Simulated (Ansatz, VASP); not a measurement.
# One calculation of Si, two programs

```
Si
1.0
     2.48952    0.00000    0.00000
    -1.24476    2.15598    0.00000
     0.00000    0.00000    2.40470
Si
1
Direct
  0.00000 0.00000 0.00000
```

Change from the starting cell: strain -0.050 along x and y, -0.025 along z, atoms carried along.

Alike in both runs: task single point; functional LDA; k mesh 24 × 24 × 20; occupations gaussian, width 0.15 eV; no spin polarisation.

```csv
,VASP,Ansatz
version,VASP 6.6.1,Ansatz 0.2.0
potentials or method,"VASP PAW LDA potentials, release 64 (Si), cutoff 520 eV","scalar-relativistic, plane waves, PAW"
valence electrons in the cell,4,4
```

```csv
,VASP,Ansatz,Ansatz less VASP
gap on the k mesh at the Fermi level (eV),none,none,-
pressure (GPa),18.3,18.1,-0.15
"traceless stress, the component that is largest in VASP (GPa)",-5.43,-5.43,+0.006
```

LDA's correlation is that of Perdew and Zunger in VASP and of Perdew and Wang (1992) in Ansatz. A gap of «none» marks a metal or a gap that the smearing closes.
